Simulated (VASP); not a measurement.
Set up this calculation in VASP 6.6.1, as the native input.

| Item | Value |
| --- | --- |
| Task | single point |
| Functional | PBE |
| Potentials or basis | VASP PAW PBE potentials, release 64 (Nd, Cd, C) |
| Cutoff | 600 eV |
| k mesh | 4 × 4 × 3 |
| Occupations | gaussian, width 0.2 eV |
| Spin | no spin polarisation |
| Dipole correction | no |
| Further INCAR settings | ALGO = Normal; EDIFF = 1e-06; NBANDS = 32 |

The structure of Nd2CdC2 lies in POSCAR:

```
Nd2CdC2
1.0
    4.0710283091     -0.8687016300     -0.0547202139
    0.8438420420      4.0742128883     -0.3587321308
   -0.0565235579      1.0951467856      6.3341756390
Nd Cd C
2 1 2
Direct
    0.5000000000      0.0000000000      0.0000000000
    0.0000000000      0.5000000000      0.5000000000
    0.0000000000      0.5000000000      0.0000000000
    0.4947649482      0.0079412852      0.6004675880
    0.5052350518      0.9920587148      0.3995324120
```

The cell was generated, and may not be a known phase.

The input as run:

INCAR

```
ALGO = Normal ; EDIFF = 1E-6
ENCUT = 600 ; GGA = PE
GGA_COMPAT = False ; ISIF = 2
ISMEAR = 0 ; LASPH = True
LCHARG = False ; LMAXMIX = 6
LREAL = False ; LWAVE = False
NBANDS = 32 ; NELM = 200
PREC = Accurate ; SIGMA = 0.2
```

KPOINTS

```
k-points
0
Gamma
  4 4 3
```

Potentials or basis: VASP PAW PBE potentials, release 64 (Nd, Cd, C).

Command:

```console
$ cat potpaw_PBE.64/Nd/POTCAR potpaw_PBE.64/Cd/POTCAR potpaw_PBE.64/C/POTCAR > POTCAR
$ mpirun -np 1 vasp_std > vasp.out
```

Results of the run:

* Pressure: -2.0 GPa
* Largest force: 0.577 eV/Å
* Band gap on the k mesh: zero (bands 24 and 25 overlap by 0.02 eV)

Caveat: the k points lie up to 0.38 Å⁻¹ apart; the highest band is partly filled, so the run has too few bands; spin-orbit coupling is left out, which moves the levels of the heavy elements; semilocal functionals describe open f shells poorly, which spoils levels, moments and volumes.

Wall time 4.6 min on 1 thread of AMD EPYC 9R45 96-Core Processor (Zen 5), with other jobs on the host, peak memory 0.31 GiB.
